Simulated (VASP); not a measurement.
# GeSe (Pnma) in VASP: relaxation of cell and atoms with PBE

Aim: the relaxation of cell and atoms of GeSe with PBE.

Program: VASP 6.6.1. These are calculated values, not measurements. Logs are shortened: lines on timing, memory, paths and dates and some standing lists are left out, and cuts for length are marked.

### 1 The cell of the first run

It takes space group Pnma (No. 62, orthorhombic). The conventional cell has a = 10.790 Å, b = 3.820 Å, c = 4.380 Å, α = 90.00°, β = 90.00°, γ = 90.00°. Ge (site symmetry m) has 6 Se at 2.54 to 3.38 Å and 2 Ge at 3.37 Å within 3.4 Å. Within 3.4 Å of Se (site symmetry m) lie 6 Ge at 2.54 to 3.38 Å.

### 2 Relaxation of cell and atoms, PBE

Contents of INCAR:

```
SYSTEM = GeSe
PREC     = Accurate       ! precision mode
ENCUT    = 500            ! plane-wave cutoff, eV
EDIFF    = 1E-7           ! SCF threshold, eV
ISMEAR   = -1             ! smearing method
SIGMA    = 0.1            ! smearing width, eV
LREAL    = .FALSE.        ! projectors in reciprocal space
LASPH    = .TRUE.         ! aspherical terms in the spheres
NELM     = 120            ! most SCF steps
ALGO     = Normal         ! electronic algorithm
ISIF     = 3              ! what is computed and relaxed
LWAVE    = .FALSE.        ! write WAVECAR
LCHARG   = .FALSE.        ! write CHGCAR
GGA      = PE             ! functional
IBRION   = 2              ! ionic algorithm
NSW      = 50             ! ionic steps
EDIFFG   = -0.01          ! ionic threshold
GGA_COMPAT= .FALSE.      
NELMIN   = 4
```

Contents of KPOINTS:

```
regular mesh
0
G
  2 6 4
  0 0 0
```

Contents of POSCAR:

```
GeSe
1.0
   10.7900000000      0.0000000000      0.0000000000
    0.0000000000      3.8200000000      0.0000000000
    0.0000000000      0.0000000000      4.3800000000
Ge Se
4 4
Direct
    0.1210000000      0.7500000000      0.8940000000
    0.3790000000      0.2500000000      0.3940000000
    0.6210000000      0.7500000000      0.6060000000
    0.8790000000      0.2500000000      0.1060000000
    0.8520000000      0.7500000000      0.4970000000
    0.1480000000      0.2500000000      0.5030000000
    0.3520000000      0.7500000000      0.0030000000
    0.6480000000      0.2500000000      0.9970000000
```

Potentials or basis: VASP PAW PBE potentials, release 64 (Ge_d, Se).

Launch:

```bash
$ cat potpaw_PBE.64/Ge_d/POTCAR potpaw_PBE.64/Se/POTCAR > POTCAR
$ mpirun -np 1 vasp_std > vasp.out
```

OUTCAR:

```text
SYSTEM = GeSe
   PREC = Accurate
   ENCUT = 500
   EDIFF = 1E-7
   ISMEAR = -1
   LREAL = .FALSE.
   LASPH = .TRUE.
   NELM = 120
   ISIF = 3
   GGA = PE
   IBRION = 2
   NSW = 50
   EDIFFG = -0.01
   NELMIN = 4

 ion  position               nearest neighbor table
   1  0.121  0.750  0.894-   7 2.54   6 2.58   6 2.58
   2  0.379  0.250  0.394-   6 2.54   7 2.58   7 2.58
   3  0.621  0.750  0.606-   5 2.54   8 2.58   8 2.58
   4  0.879  0.250  0.106-   8 2.54   5 2.58   5 2.58
   5  0.852  0.750  0.497-   3 2.54   4 2.58   4 2.58
   6  0.148  0.250  0.503-   2 2.54   1 2.58   1 2.58
   7  0.352  0.750  0.003-   1 2.54   2 2.58   2 2.58
   8  0.648  0.250  0.997-   4 2.54   3 2.58   3 2.58

  LATTYP: Found a simple orthorhombic cell.
 ALAT       =     3.8200000000
 B/A-ratio  =     1.1465968586
 C/A-ratio  =     2.8246073298

  Lattice vectors:

 A1 = (   0.0000000000,   3.8200000000,   0.0000000000)
 A2 = (   0.0000000000,   0.0000000000,   4.3800000000)
 A3 = (  10.7900000000,   0.0000000000,   0.0000000000)

Analysis of symmetry for initial positions (statically):
=====================================================================
 Subroutine PRICEL returns:
 Original cell was already a primitive cell.

 Routine SETGRP: Setting up the symmetry group for a
 simple orthorhombic supercell.

 Subroutine GETGRP returns: Found  8 space group operations
 (whereof  2 operations were pure point group operations)
 out of a pool of  8 trial point group operations.

The static configuration has the point symmetry S_2 .
 The point group associated with its full space group is D_2h.

Analysis of symmetry for dynamics (positions and initial velocities):
=====================================================================
 Subroutine PRICEL returns:
 Original cell was already a primitive cell.

 Routine SETGRP: Setting up the symmetry group for a
 simple orthorhombic supercell.

 Subroutine GETGRP returns: Found  8 space group operations
 (whereof  2 operations were pure point group operations)
 out of a pool of  8 trial point group operations.

The dynamic configuration has the point symmetry S_2 .
 The point group associated with its full space group is D_2h.

 Subroutine INISYM returns: Found  8 space group operations
 (whereof  2 operations are pure point group operations),
 and found     1 'primitive' translations

----------------------------------------------------------------------------------------

                                     Primitive cell

  volume of cell :     180.5340

  direct lattice vectors                    reciprocal lattice vectors
    10.790000000  0.000000000  0.000000000     0.092678406  0.000000000  0.000000000
     0.000000000  3.820000000  0.000000000     0.000000000  0.261780105  0.000000000
     0.000000000  0.000000000  4.380000000     0.000000000  0.000000000  0.228310502

  length of vectors
    10.790000000  3.820000000  4.380000000     0.092678406  0.261780105  0.228310502

  position of ions in fractional coordinates (direct lattice)
     0.121000000  0.750000000  0.894000000
     0.379000000  0.250000000  0.394000000
     0.621000000  0.750000000  0.606000000
     0.879000000  0.250000000  0.106000000
     0.852000000  0.750000000  0.497000000
     0.148000000  0.250000000  0.503000000
     0.352000000  0.750000000  0.003000000
     0.648000000  0.250000000  0.997000000

  ion indices of the primitive-cell ions
   primitive index   ion index
                 1           1
                 2           2
                 3           3
                 4           4
                 5           5
                 6           6
                 7           7
                 8           8

----------------------------------------------------------------------------------------

 KPOINTS: regular mesh

Automatic generation of k-mesh.
 Grid dimensions read from file:
 generate k-points for:    2    6    4

 Generating k-lattice:

  Cartesian coordinates                     Fractional coordinates (reciprocal lattice)
     0.046339203  0.000000000  0.000000000     0.500000000  0.000000000  0.000000000
     0.000000000  0.043630017  0.000000000     0.000000000  0.166666667  0.000000000
     0.000000000  0.000000000  0.057077626     0.000000000  0.000000000  0.250000000

  Length of vectors
     0.046339203  0.043630017  0.057077626

  Shift w.r.t. Gamma in fractional coordinates (k-lattice)
     0.000000000  0.000000000  0.000000000

 Subroutine IBZKPT returns following result:
 ===========================================

 Found     24 irreducible k-points:

 Following reciprocal coordinates:
            Coordinates               Weight
  0.000000  0.000000  0.000000      1.000000
  0.500000  0.000000  0.000000      1.000000
  0.000000  0.166667  0.000000      2.000000
  0.500000  0.166667  0.000000      2.000000
  0.000000  0.333333  0.000000      2.000000
  0.500000  0.333333  0.000000      2.000000
[... 16 lines left out ...]
  0.000000  0.500000  0.500000      1.000000
  0.500000  0.500000  0.500000      1.000000
   k-points           NKPTS =     24   k-points in BZ     NKDIM =     24   number of bands    NBANDS=     48
   number of dos      NEDOS =    301   number of ions     NIONS =      8
   total plane-waves  NPLWV =  71680
   dimension x,y,z NGX =    80 NGY =   28 NGZ =   32
   dimension x,y,z NGXF=   160 NGYF=   56 NGZF=   64
   ions per type =               4   4
   NGX,Y,Z   is equivalent  to a cutoff of  12.33, 12.19, 12.15 a.u.
   NGXF,Y,Z  is equivalent  to a cutoff of  24.65, 24.37, 24.29 a.u.
 SYSTEM =  GeSe
   PREC   = accura    normal or accurate (medium, high low for compatibility)
   ISTART =      0    job   : 0-new  1-cont  2-samecut
   ICHARG =      2    charge: 1-file 2-atom 10-const
   ISPIN  =      1    spin polarized calculation?
   LNONCOLLINEAR =      F non collinear calculations
   LSORBIT =      F    spin-orbit coupling
   LASPH  =      T    aspherical Exc in radial PAW
   ENCUT  =  500.0 eV  36.75 Ry    6.06 a.u.  19.67  6.96  7.99*2*pi/ulx,y,z
   NELM   =    120;   NELMIN=  4; NELMDL= -5     # of ELM steps
   EDIFF  = 0.1E-06   stopping-criterion for ELM
   LREAL  =      F    real-space projection
   EDIFFG = -.1E-01   stopping-criterion for IOM
   NSW    =     50    number of steps for IOM
   IBRION =      2    ionic relax: 0-MD 1-quasi-New 2-CG
   NFREE  =      1    steps in history (QN), initial steepest desc. (CG)
   ISIF   =      3    stress and relaxation
   ISYM   =      2    0-nonsym 1-usesym 2-fastsym
   POTIM  = 0.5000    time-step for ionic-motion
   TEBEG  =    0.0;   TEEND  =   0.0 temperature during run
   PSTRESS=    0.0 pullay stress
   NELECT =      80.0000    total number of electrons
   NUPDOWN=      -1.0000    fix difference up-down
   EMIN   =  10.00;   EMAX   =-10.00  energy-range for DOS
   EFERMI =   0.00;   METHOD = LEGACY
   ISMEAR =    -1;   SIGMA  =   0.10  broadening in eV -4-tet -1-fermi 0-gaus
   EFERMI_NEDOS =   21; number of points for ismear=-14 and -15
   IALGO  =     38    algorithm
   IMIX   =      4    mixing-type and parameters
     AMIX     =   0.40;   BMIX     =  1.00
     AMIX_MAG =   1.60;   BMIX_MAG =  1.00
  volume/ion in A,a.u.               =      22.57       152.29
  Fermi-wavevector in a.u.,A,eV,Ry     =   1.248107  2.358580 21.194766  1.557771
  Thomas-Fermi vector in A             =   2.382209
   LORBIT       =      0    0 simple, 1 ext, 2 COOP (PROOUT), +10 PAW based schemes
   GGA     = PE    functional components
   LHFCALC =     F    Hartree Fock is set to
   AEXX    =    0.0000 exact exchange contribution
   IVDW    =     0    specifies the selected vdW correction
   LEPSILON=     F    determine dielectric tensor
   LRPA    =     F    only Hartree local field effects (RPA)
 conjugate gradient relaxation of ions
 non-spin polarized calculation
  energy-cutoff  :      500.00
  volume of cell :      180.53
 maximum number of plane-waves:      4614
 NGX is ok and might be reduce to    80
   NGX = 39   NGY = 13   NGZ = 15

--------------------------------------- Ionic step        1  -------------------------------------------

 number of electron      80.0000030 magnetization

 Free energy of the ion-electron system (eV)
  ---------------------------------------------------
  ext. energy  EPLUGINS =         0.00000000
  ---------------------------------------------------
  free energy    TOTEN  =       -33.73189264 eV

  energy without entropy =      -33.72846649  energy(sigma->0) =      -33.73017956

 E-fermi :   4.8251     XC(G=0): -10.0197

 val. band max:        4.4526469431   @ k =   0.0000   0.0000   0.0000
 cond. band min:       5.1773405935   @ k =   0.0000   0.0000   0.0000
 fundamental gap:      0.7246936504
 Fermi energy:         4.8250525916

 k-point     1 :       0.0000    0.0000    0.0000
  band No.  band energies     occupation
      1     -20.0318      2.00000
      2     -20.0291      2.00000
      3     -20.0278      2.00000
      4     -20.0268      2.00000
      5     -20.0262      2.00000
      6     -20.0259      2.00000
[... 1332 lines left out ...]
  FREE ENERGIE OF THE ION-ELECTRON SYSTEM (eV)
  ---------------------------------------------------
  free  energy   TOTEN  =       -33.8274243946 eV

  energy  without entropy=      -33.8239924432  energy(sigma->0) =      -33.82570842

[... ionic steps 4 to 28 ...]

--------------------------------------- Ionic step       29  -------------------------------------------

 number of electron      80.0000052 magnetization

------------------------ aborting loop because EDIFF is reached ----------------------------------------

  FORCE on cell =-STRESS in cart. coord.  units (eV):
  Direction    XX          YY          ZZ          XY          YZ          ZX
  --------------------------------------------------------------------------------------
  -------------------------------------------------------------------------------------
  Total       -0.0947066      0.0784408     -0.0276443      0.0000000      0.0000000      0.0000000
  in kB       -0.7701662      0.6378907     -0.2248072      0.0000000      0.0000000      0.0000000
  external PRESSURE =      -0.1190276 kB  Pullay stress =       0.0000000 kB
[... 69 lines left out ...]
  energy  without entropy=      -33.8652490360  energy(sigma->0) =      -33.86597444

--------------------------------------- Ionic step       31  -------------------------------------------

 number of electron      80.0000044 magnetization

 Free energy of the ion-electron system (eV)
  ---------------------------------------------------
  ext. energy  EPLUGINS =         0.00000000
  ---------------------------------------------------
  free energy    TOTEN  =       -33.86682383 eV

  energy without entropy =      -33.86539565  energy(sigma->0) =      -33.86610974

 E-fermi :   3.9994     XC(G=0):  -9.5872

 val. band max:        3.4768750759   @ k =   0.0000   0.0000   0.0000
 cond. band min:       4.4780442516   @ k =   0.0000   0.0000   0.0000
 fundamental gap:      1.0011691757
 Fermi energy:         3.9993573307

 k-point     1 :       0.0000    0.0000    0.0000
  band No.  band energies     occupation
      1     -20.8234      2.00000
      2     -20.8225      2.00000
      3     -20.8221      2.00000
      4     -20.8216      2.00000
      5     -20.8203      2.00000
      6     -20.8199      2.00000
[... 1248 lines left out ...]
  FREE ENERGIE OF THE ION-ELECTRON SYSTEM (eV)
  ---------------------------------------------------
  free  energy   TOTEN  =       -33.8668238307 eV

  energy  without entropy=      -33.8653956471  energy(sigma->0) =      -33.86610974

 reached required accuracy - stopping structural energy minimisation
```

Run time: 77 min. Hardware: 1 thread of Oxide Virtual Turin-like, shared host; peak memory 0.32 GiB.

What came out:

```
Free energy                           : -33.8668 eV
Relaxed volume                        : 24.59 Å³/atom
Relaxed cell                          : a = 11.369 Å, b = 3.925 Å, c = 4.409 Å, α = 90.00°, β = 90.00°, γ = 90.00°
Space group after relaxing (to 0.1 Å) : Pnma (No. 62)
Energy gained by relaxing             : 16.9 meV/atom
Ionic steps                           : 31
Pressure after relaxing               : 0.0 GPa
Largest force after relaxing          : 0.007 eV/Å
Band gap on the k mesh                : 1.00 eV
```

Forces in eV/Å, atoms in the order of the input:
```
Ge  -0.005  0.000 -0.002
Ge   0.005  0.000 -0.002
Ge  -0.005  0.000  0.002
Ge   0.005  0.000  0.002
Se   0.004  0.000  0.006
Se  -0.004  0.000 -0.006
Se   0.004  0.000 -0.006
Se  -0.004  0.000  0.006
```

The path:
| step | energy change (eV) | largest force (eV/Å) | pressure (GPa) | volume (Å³) |
| --- | --- | --- | --- | --- |
| 1 | 0.0000 | 0.2422 | 3.28 | 180.53 |
| 2 | -0.0820 | 0.3361 | -0.97 | 192.86 |
| 3 | -0.0955 | 0.2060 | 0.10 | 189.32 |
| 4 | -0.1052 | 0.1621 | 0.09 | 190.18 |
| 5 | -0.1154 | 0.0964 | 0.10 | 192.09 |
| 6 | -0.1156 | 0.0944 | 0.12 | 192.41 |
| 7 | -0.1207 | 0.0651 | -0.01 | 193.65 |
| 8 | -0.1229 | 0.0416 | -0.12 | 194.83 |
| 9 | -0.1272 | 0.0299 | 0.04 | 195.03 |
| 10 | -0.1289 | 0.0385 | 0.21 | 195.25 |
| 11 | -0.1297 | 0.0460 | -0.13 | 196.83 |
| 12 | -0.1298 | 0.0328 | -0.02 | 196.34 |
| 13 | -0.1303 | 0.0233 | -0.04 | 196.60 |
| 14 | -0.1306 | 0.0223 | -0.06 | 196.93 |
| 15 | -0.1310 | 0.0223 | -0.02 | 196.93 |
| 16 | -0.1317 | 0.0358 | 0.08 | 196.91 |
| 17 | -0.1317 | 0.0425 | 0.12 | 196.91 |
| 18 | -0.1320 | 0.0395 | 0.09 | 197.09 |
| 19 | -0.1325 | 0.0386 | -0.03 | 197.63 |
| 20 | -0.1325 | 0.0400 | -0.06 | 197.75 |
| 21 | -0.1329 | 0.0319 | -0.10 | 197.77 |
| 22 | -0.1335 | 0.0089 | -0.10 | 197.84 |
| 23 | -0.1331 | 0.0420 | -0.19 | 197.98 |
| 24 | -0.1336 | 0.0147 | -0.15 | 197.89 |
| 25 | -0.1340 | 0.0157 | -0.06 | 197.52 |
| 26 | -0.1342 | 0.0227 | 0.04 | 197.11 |
| 27 | -0.1344 | 0.0139 | 0.03 | 197.06 |
| 28 | -0.1345 | 0.0122 | 0.01 | 197.00 |
| 29 | -0.1347 | 0.0100 | -0.01 | 197.02 |
| 30 | -0.1348 | 0.0082 | -0.08 | 197.05 |
| 31 | -0.1349 | 0.0072 | -0.01 | 196.72 |

Final structure:
```
Ge Se
1.0
    11.36937    0.00000    0.00000
     0.00000    3.92475    0.00000
     0.00000    0.00000    4.40870
Ge Se
4 4
Direct
  0.13187 0.75000 0.88859
  0.36813 0.25000 0.38859
  0.63187 0.75000 0.61141
  0.86813 0.25000 0.11141
  0.85422 0.75000 0.50417
  0.14578 0.25000 0.49583
  0.35422 0.75000 0.99583
  0.64578 0.25000 0.00417
```
